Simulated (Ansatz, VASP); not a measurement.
One calculation of CdSe, two programs

Contents of INCAR:

```
SYSTEM = CdSe
  PREC = Accurate
  ENCUT = 600
  EDIFF = 1E-6
  ISMEAR = 0
  SIGMA = 0.02
  LREAL = .FALSE.
  LASPH = .TRUE.
  NELM = 100
  ALGO = Normal
  ISIF = 3
  LWAVE = .FALSE.
  LCHARG = .FALSE.
  GGA = RP
  IBRION = 2
  NSW = 100
  EDIFFG = -0.002
```

File KPOINTS:

```
Automatic mesh
0
G
  10 10 10
  0 0 0
```

Contents of POSCAR:

```
CdSe
1.0
    0.0000000000      3.1422782681      3.1422782681
    3.1422782681      0.0000000000      3.1422782681
    3.1422782681      3.1422782681      0.0000000000
Cd Se
1 1
Direct
    0.0000000000      0.0000000000      0.0000000000
    0.2500000000      0.2500000000      0.2500000000
```

Input for Ansatz:

```yaml
crystal:
  lattice:
    - [0.0, 3.1422782681, 3.1422782681]
    - [3.1422782681, 0.0, 3.1422782681]
    - [3.1422782681, 3.1422782681, 0.0]
  atoms:
    - { symbol: Cd, position: [0.0, 0.0, 0.0] }
    - { symbol: Se, position: [0.25, 0.25, 0.25] }
basis:
  ecutwfc: 420
kpoints:
  mp_grid: { grid: [10, 10, 10] }
hamiltonian:
  xc: rpbe
  pseudopotentials: { kind: paw, azcp: { folder: soft_1 } }
scf:
  occupations: { method: gaussian, width: 0.02 }
output:
  forces: true
  stress: true
  eigenvalues: true
relax:
  adjacent_minimum: "off"
  f_tol: 0.002
  max_steps: 80
  cell: { stress_tol: 0.02 }
```

Alike in both runs: task relaxation of cell and atoms; functional RPBE; k mesh 10 × 10 × 10; occupations gaussian, width 0.02 eV; no spin polarisation.

|  | VASP | Ansatz |
| --- | --- | --- |
| version | VASP 6.6.1 | Ansatz 0.2.0 |
| potentials or method | VASP PAW PBE potentials, release 64 (Cd, Se), cutoff 600 eV | scalar-relativistic, plane waves, PAW |
| valence electrons in the cell | 18 | 36 |

|  | VASP | Ansatz | Ansatz less VASP |
| --- | --- | --- | --- |
| gap on the k mesh at the Fermi level, each at its own relaxed structure (eV) | 0.57 | 0.58 | +0.011 |
| relaxed volume (Å³/atom) | 31.16 | 31.03 | -0.135 |
| relaxed cell length with the largest relative difference (Å) | 4.450 | 4.444 | -0.0064 |

VASP's potentials were made for PBE, not for RPBE. VASP's potentials hold 18 valence electrons a cell and Ansatz's 36, so a difference there can come from the potentials and not from the codes.
